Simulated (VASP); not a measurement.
Wanted: the native input for a VASP 6.6.1 run.

* Task: relaxation of the atoms
* Functional: PBE
* Potentials or basis: VASP PAW PBE potentials, release 64 (Cd, Te)
* Cutoff: 520 eV
* k mesh: 12 × 12 × 12
* Occupations: fermi-dirac, width 0.02 eV
* Spin: no spin polarisation
* Dipole correction: no
* Further INCAR settings: ALGO = Normal; EDIFF = 1e-07; IBRION = 2; EDIFFG = -0.02; NSW = 80

The structure of CdTe lies in POSCAR:

```
CdTe
1.0
    0.0000000000      3.1400000000      3.0772000000
    3.1400000000      0.0000000000      3.0772000000
    3.1400000000      3.1400000000      0.0000000000
Cd Te
1 1
Direct
    0.0000000000      0.0000000000      0.0000000000
    0.2500000000      0.2500000000      0.2500000000
```

This cell differs from its parent crystal: z stretched by -2 %.

One way to write it, as run:

INCAR

```
PREC = Accurate ; ENCUT = 520
EDIFF = 1E-7 ; ISMEAR = -1
SIGMA = 0.02 ; LREAL = F
LASPH = T ; NELM = 60
ALGO = Normal ; ISIF = 2
LWAVE = F ; LCHARG = F
GGA = PE ; IBRION = 2
NSW = 80 ; EDIFFG = -0.02
```

KPOINTS

```
regular mesh
0
Gamma
  12 12 12
```

Potentials or basis: VASP PAW PBE potentials, release 64 (Cd, Te).

Run with:

```bash
$ cat potpaw_PBE.64/Cd/POTCAR potpaw_PBE.64/Te/POTCAR > POTCAR
$ mpirun -np 1 vasp_std > vasp.out
```

Results of the run:

```yaml
Pressure_after_relaxing: 9.7 GPa
Band_gap_on_the_k_mesh: 1.08 eV, direct
```

Caveat: the cell differs from its parent crystal (z stretched by -2 %); the relaxation stopped at its first step, so nothing moved; spin-orbit coupling is left out, which moves the levels of the heavy elements.

It took 4.5 min on 1 thread of Oxide Virtual Turin-like Processor (shared host), peak memory 0.27 GiB.
